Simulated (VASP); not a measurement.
A run of VASP 6.6.1:

Contents of POSCAR:

```
MoS2
1.0
    1.6034666397      0.9257618961      6.1629699886
   -1.6034666397      0.9257618961      6.1629699886
    0.0000000000     -1.8515237922      6.1629699886
Mo S
1 2
Direct
   -0.0000156516     -0.0000156516     -0.0000156516
    0.4168798839      0.4168798839      0.4168798839
    0.2498024345      0.2498024345      0.2498024345
```

Contents of INCAR.step1:

```
SYSTEM = MoS2
PREC = Accurate
ENCUT = 520
ISMEAR = 0
SIGMA = 0.01
LREAL = .False.
LASPH = .True.
NELM = 60
NBANDS = 20
GGA = PE
ALGO = Normal
EDIFF = 1E-4
LWAVE = .True.
LCHARG = .False.
```

File INCAR.step2:

```
SYSTEM = MoS2
PREC = Accurate
ENCUT = 520
EDIFF = 1E-6
ISMEAR = 0
SIGMA = 0.01
LREAL = .False.
LASPH = .True.
NELM = 60
ALGO = Normal
ISIF = 2
LWAVE = .False.
LCHARG = .False.
METAGGA = R2SCAN
LMIXTAU = .True.
NBANDS = 20
ISTART = 1
```

KPOINTS

```
Automatic mesh
0
Gamma
  10 10 10
  0 0 0
```

Potentials or basis: VASP PAW PBE potentials, release 64 (Mo_sv, S).

Command:

```bash
$ cat potpaw_PBE.64/Mo_sv/POTCAR potpaw_PBE.64/S/POTCAR > POTCAR
$ cp INCAR.step1 INCAR
$ mpirun -np 1 vasp_std > vasp.out
$ cp INCAR.step2 INCAR
$ mpirun -np 1 vasp_std > vasp.out
```

Hardware: 1 thread of Intel Xeon 8259CL (shared host).

How long does it take, and how much memory?

Wall time 29 min on 1 thread of Intel Xeon 8259CL, with other jobs on the host, peak memory 0.43 GiB. Counts: k points 116.
